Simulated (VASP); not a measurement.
**CsTlH4: relaxation of cell and atoms with PBE**

CsTlH4:

```
Cs Tl H
1.0
     3.82739    0.00000    0.00000
     0.00000    3.82739    0.00000
     0.00000    0.00000    6.76252
Cs Tl H
1 1 4
Direct
  0.50000 0.50000 0.50000
  0.00000 0.00000 0.00000
  0.50000 0.00000 0.17571
  0.00000 0.50000 0.82429
  0.50000 0.00000 0.82429
  0.00000 0.50000 0.17571
```

```
Program                : VASP 6.6.1
Task                   : relaxation of cell and atoms
Functional             : PBE
Potentials or basis    : VASP PAW PBE potentials, release 64 (Cs_sv, Tl_d, H)
Cutoff                 : 600 eV
k mesh                 : 10 × 10 × 6
Occupations            : gaussian, width 0.1 eV
Spin                   : no spin polarisation
Dipole correction      : no
Further INCAR settings : ALGO = Normal; EDIFF = 1e-06; IBRION = 2; EDIFFG = -0.01; NSW = 100; ISIF = 3
```

| Property | Result |
| --- | --- |
| Pressure after relaxing | 0.1 GPa |
| Largest force after relaxing | 0.005 eV/Å |
| Band gap on the k mesh | zero (band 13 reaches 2.62 eV, above the bottom of band 14 at 1.16 eV) |

Forces in eV/Å, atoms in the order of the input:
```
Cs   0.000  0.000  0.000
Tl   0.000  0.000  0.000
H    0.000  0.000 -0.005
H    0.000  0.000  0.005
H    0.000  0.000  0.005
H    0.000  0.000 -0.005
```

Final structure:
```
Cs Tl H
1.0
     3.82739    0.00000    0.00000
     0.00000    3.82739    0.00000
     0.00000    0.00000    6.76252
Cs Tl H
1 1 4
Direct
  0.50000 0.50000 0.50000
  0.00000 0.00000 0.00000
  0.50000 0.00000 0.17571
  0.00000 0.50000 0.82429
  0.50000 0.00000 0.82429
  0.00000 0.50000 0.17571
```

Levels at points of the mesh, in eV from the Fermi level:
| k point | band 9 | band 10 | band 11 | band 12 | band 13 | band 14 | band 15 | band 16 | band 17 |
| --- | --- | --- | --- | --- | --- | --- | --- | --- | --- |
| (0.00, 0.00, 0.00) | -8.12 | -8.12 | -2.97 | -0.24 | 0.54 | 1.35 | 3.53 | 4.03 | 4.77 |
| (0.50, 0.00, 0.00) | -7.97 | -6.23 | -4.26 | -2.72 | -0.14 | 2.82 | 3.22 | 5.27 | 5.85 |
| (0.50, 0.50, 0.00) | -8.23 | -4.03 | -3.47 | -3.47 | -0.92 | -0.92 | 2.10 | 2.59 | 3.74 |
| (0.00, 0.00, 0.50) | -8.12 | -7.19 | -4.08 | 0.05 | 0.12 | 2.39 | 3.84 | 4.30 | 4.30 |
| (0.50, 0.00, 0.50) | -7.97 | -6.48 | -3.73 | -1.95 | -1.04 | 1.77 | 3.95 | 5.59 | 5.67 |
| (0.50, 0.50, 0.50) | -8.22 | -3.99 | -3.85 | -3.85 | -0.05 | -0.05 | 0.82 | 4.80 | 4.80 |

Run time: 4 min on 1 thread of AMD EPYC 7R43 64-Core Processor (Zen 3), with other jobs on the host, peak memory 0.32 GiB.

Caveat: the relaxation stopped at its first step, so nothing moved; spin-orbit coupling is left out, which moves the levels of the heavy elements.
